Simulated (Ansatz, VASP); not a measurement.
# Nb: VASP beside Ansatz

File INCAR:

```
SYSTEM = Nb
PREC = Accurate ; ENCUT = 520
EDIFF = 1E-6 ; ISMEAR = 0
SIGMA = 0.15 ; LREAL = .False.
LASPH = .True. ; NELM = 100
ALGO = Fast ; ISIF = 2
LWAVE = .False. ; LCHARG = .True.
GGA = PE ; LELF = .True.
LVHAR = .True. ; NBANDS = 12
```

The input KPOINTS:

```
regular mesh
0
Gamma
  22 22 22
  0 0 0
```

Contents of POSCAR:

```
Nb
1.0
   -1.7565774241      1.7565774241      1.4930908105
    1.7565774241     -1.7565774241      1.4930908105
    1.7565774241      1.7565774241     -1.4930908105
Nb
1
Direct
    0.0000000000      0.0000000000      0.0000000000
```

Input for Ansatz:

```yaml
crystal:
  lattice:
    - [-1.7565774241, 1.7565774241, 1.4930908105]
    - [1.7565774241, -1.7565774241, 1.4930908105]
    - [1.7565774241, 1.7565774241, -1.4930908105]
  atoms:
    - { symbol: Nb, position: [0.0, 0.0, 0.0] }
basis:
  ecutwfc: 420
kpoints:
  mp_grid: { grid: [22, 22, 22] }
hamiltonian:
  xc: pbe
scf:
  occupations: { method: gaussian, width: 0.15 }
output:
  forces: true
  stress: true
  eigenvalues: true
```

Alike in both runs: task single point; functional PBE; k mesh 22 × 22 × 22; occupations gaussian, width 0.15 eV; no spin polarisation.

|  | VASP | Ansatz |
| --- | --- | --- |
| version | VASP 6.6.1 | Ansatz 0.2.0 |
| potentials or method | VASP PAW PBE potentials, release 64 (Nb_sv), cutoff 520 eV | scalar-relativistic, plane waves, PAW |
| valence electrons in the cell | 13 | 13 |

VASP gave:

```
gap on the k mesh at the Fermi level (eV)                     : none
pressure (GPa)                                                : -0.8
traceless stress, the component that is largest in VASP (GPa) : 10.52
```

Problem. What did Ansatz give for the same quantities?

Solution. gap on the k mesh at the Fermi level (eV): none; pressure (GPa): -0.4; traceless stress, the component that is largest in VASP (GPa): 10.59.

A gap of «none» marks a metal or a gap that the smearing closes. The functional is the same, so the differences come from potentials, cutoffs and numerics.
